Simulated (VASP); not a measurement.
Crystal: ZnSe.

```
Zn Se
1.0
     0.00000    2.83380    2.83380
     2.83380    0.00000    2.83380
     2.83380    2.83380    0.00000
Zn Se
1 1
Direct
  0.00000 0.00000 0.00000
  0.75000 0.75000 0.75000
```

Base run:

```yaml
Program: VASP 6.6.1
Functional: revPBE
Dispersion: D4
Potentials_or_basis: VASP PAW PBE potentials, release 64 (Zn, Se)
Cutoff: 520 eV
k_mesh: 8 × 8 × 8
Occupations: gaussian, width 0.05 eV
Spin: no spin polarisation
```

Its results: band gap on the k mesh 1.41 eV, direct; pressure -0.5 GPa.

The run is repeated on the same cell with these changes: functional from revPBE to PBE; dispersion from D4 to D3(BJ). What comes out?

Band gap on the k mesh 1.29 eV, direct; pressure -0.2 GPa.

Several settings changed at once, so the effect can't be laid on one alone.

Caveats: the PAW data sets were made with another functional, which shifts forces and pressure a little (some runs).

